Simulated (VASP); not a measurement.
Here is a VASP 6.6.1 calculation.

Contents of INCAR:

```
  ALGO = Normal
  EDIFF = 1E-6
  ENCUT = 520
  GGA = PE
  ISIF = 2
  ISMEAR = 0
  LASPH = T
  LCHARG = T
  LELF = T
  LREAL = F
  LVHAR = T
  LWAVE = F
  NBANDS = 23
  NELM = 80
  PREC = Accurate
  SIGMA = 0.1
```

Contents of KPOINTS:

```
k-points
0
Gamma
  18 18 10
```

POSCAR

```
NiSb
1.0
    4.0001716597      0.0000000000      0.0000000000
   -2.0000858299      3.4642502768      0.0000000000
    0.0000000000      0.0000000000      5.0537411767
Ni Sb
2 2
Direct
    0.0000000000      0.0000000000      0.0000000000
    0.0000000000      0.0000000000      0.5000000000
    0.3333333335      0.6666666665      0.2500000000
    0.6666666665      0.3333333335      0.7500000000
```

Potentials or basis: VASP PAW PBE potentials, release 64 (Ni, Sb).

Run with:

```console
$ cat potpaw_PBE.64/Ni/POTCAR potpaw_PBE.64/Sb/POTCAR > POTCAR
$ mpirun -np 1 vasp_std > vasp.out
```

Problem. What does it give for the pressure?

Solution. 0.8 GPa.

Problem. Predict the band gap on the k mesh.

Solution. Zero (bands 15 and 16 overlap by 3.17 eV).

Stress tensor (GPa, compression positive):
```
-0.21  0.00  0.00
 0.00 -0.21  0.00
 0.00  0.00  2.77
```

Caveat: the cell differs from its parent crystal (uniaxial strain along c: -2.0 %, then relaxed in part); spin-orbit coupling is left out, which moves the levels of the heavy elements. Spin polarisation is off, so any magnetic state and its effect on volume and gap are missing.
